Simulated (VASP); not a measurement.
Here is a VASP 6.6.1 calculation.

Contents of INCAR:

```
  PREC = Accurate
  ENCUT = 520
  EDIFF = 1E-6
  ISMEAR = 1
  SIGMA = 0.05
  LREAL = False
  LASPH = True
  NELM = 60
  ALGO = Normal
  ISIF = 2
  LWAVE = False
  LCHARG = True
  GGA = PS
  LELF = True
  LVHAR = True
  NBANDS = 13
```

KPOINTS

```
Automatic mesh
0
Gamma
  14 14 13
```

The input POSCAR:

```
Mo
1.0
    2.7355100000      0.0000000000      0.0000000000
   -1.3677550000      2.3690210000      0.0000000000
    0.0000000000      0.0000000000      2.5551810000
Mo
1
Direct
    0.0000000000      0.0000000000      0.5000000000
```

Potentials or basis: VASP PAW PBE potentials, release 64 (Mo_sv).

Launch:

```bash
$ cat potpaw_PBE.64/Mo_sv/POTCAR > POTCAR
$ mpirun -np 1 vasp_std > vasp.out
```

**Question.** What does it give for the band gap on the k mesh?

**Answer.** Zero (band 7 reaches 12.41 eV, above the bottom of band 8 at 10.52 eV).

**Question.** What does it give for the pressure?

**Answer.** -3.0 GPa.

Stress tensor (GPa, compression positive):
```
-1.31  0.00  0.00
 0.00 -1.31  0.00
 0.00  0.00 -6.23
```

Caveat: the PAW data sets were made with another functional, which shifts forces and pressure a little.
